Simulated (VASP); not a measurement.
**LaS3: relaxation of cell and atoms with PBE**

The system is LaS3.

```
CELL_PARAMETERS angstrom
4.06046 0.00000 0.00000
-2.03023 3.51646 0.00000
0.00000 0.00000 8.48279
ATOMIC_POSITIONS crystal
La 0.00000 0.00000 0.00000
S 0.00000 0.00000 0.78431
S 0.00000 0.00000 0.21569
S 0.00000 0.00000 0.50000
```

* Program: VASP 6.6.1
* Task: relaxation of cell and atoms
* Functional: PBE
* Potentials or basis: VASP PAW PBE potentials, release 64 (La, S)
* Cutoff: 500 eV
* k mesh: 6 × 6 × 2
* Occupations: gaussian, width 0.1 eV
* Spin: no spin polarisation
* Dipole correction: no
* Further INCAR settings: ALGO = Normal; EDIFF = 1e-07; IBRION = 2; EDIFFG = -0.04; NSW = 90; ISIF = 3

```yaml
Relaxed_volume: 31.02 Å³/atom
Relaxed_cell: a = 3.880 Å, b = 3.880 Å, c = 9.520 Å, α = 90.00°, β = 90.00°, γ = 120.00°
Space_group_after_relaxing_to_0.05_Å: P6/mmm (No. 191)
Energy_gained_by_relaxing: 2912.6 meV/atom
Ionic_steps: 19
Pressure_after_relaxing: 0.1 GPa
Largest_force_after_relaxing: 0.014 eV/Å
```

Forces on the atoms (eV/Å):
```
La   0.000  0.000  0.000
S    0.000  0.000  0.014
S    0.000  0.000 -0.014
S    0.000  0.000  0.000
```

Stress tensor (GPa, compression positive):
```
0.04 0.00 0.00
0.00 0.04 0.00
0.00 0.00 0.20
```

Step by step:
| step | energy change (eV) | largest force (eV/Å) | pressure (GPa) | volume (Å³) |
| --- | --- | --- | --- | --- |
| 1 | 0.0000 | 25.7518 | 41.75 | 121.12 |
| 2 | -5.2505 | 2.9462 | 3.76 | 259.69 |
| 3 | -8.5474 | 0.9523 | -5.40 | 178.35 |
| 4 | -8.8682 | 0.6737 | -5.36 | 173.77 |
| 5 | -10.8441 | 1.6415 | -2.85 | 147.44 |
| 6 | -11.3154 | 2.3625 | 1.45 | 134.28 |
| 7 | -11.3138 | 2.3652 | 1.24 | 134.73 |
| 8 | -11.4790 | 0.1442 | -2.97 | 139.52 |
| 9 | -11.5356 | 0.7383 | -1.60 | 137.88 |
| 10 | -11.6231 | 0.3758 | -0.76 | 133.45 |
| 11 | -11.6406 | 0.0319 | 0.01 | 130.53 |
| 12 | -11.6407 | 0.0609 | -0.05 | 130.75 |
| 13 | -11.6440 | 0.0872 | -0.31 | 130.07 |
| 14 | -11.6440 | 0.0942 | -0.32 | 130.04 |
| 15 | -11.6465 | 0.0976 | -0.22 | 128.66 |
| 16 | -11.6494 | 0.1090 | 0.14 | 124.57 |
| 17 | -11.6499 | 0.0298 | -0.08 | 123.82 |
| 18 | -11.6502 | 0.0603 | 0.00 | 124.13 |
| 19 | -11.6504 | 0.0142 | 0.09 | 124.08 |

Final structure:
```cif
data_structure
_symmetry_space_group_name_H-M 'P 1'
_symmetry_Int_Tables_number 1
_cell_length_a 3.8796
_cell_length_b 3.8796
_cell_length_c 9.5195
_cell_angle_alpha 90.000
_cell_angle_beta 90.000
_cell_angle_gamma 120.000
_cell_volume 124.08
loop_
_atom_site_label
_atom_site_type_symbol
_atom_site_fract_x
_atom_site_fract_y
_atom_site_fract_z
_atom_site_occupancy
La1 La 0.00000 0.00000 0.00000 1
S1 S 0.00000 0.00000 0.72432 1
S2 S 0.00000 0.00000 0.27568 1
S3 S 0.00000 0.00000 0.50000 1
```

Levels at points of the mesh, in eV from the Fermi level:
```tsv
k point	band 11	band 12	band 13	band 14	band 15	band 16	band 17	band 18
(0.00, 0.00, 0.00)	-1.68	-1.55	-0.91	-0.91	0.87	0.87	1.76	1.84
(0.50, 0.00, 0.00)	-2.43	-1.38	-1.37	-0.81	-0.64	0.52	1.71	2.07
(0.00, 0.00, 0.50)	-1.56	-0.70	-0.70	-0.22	0.64	0.64	1.76	1.88
(0.50, 0.00, 0.50)	-2.50	-1.42	-1.12	-0.64	0.02	0.21	2.07	2.09
```

It took 9 min on 1 thread of Intel(R) Xeon(R) 6975P-C (Granite Rapids), on a shared host, peak memory 0.26 GiB.

Caveat: the k points lie up to 0.33 Å⁻¹ apart in the final cell; spin-orbit coupling is left out, which moves the levels of the heavy elements.
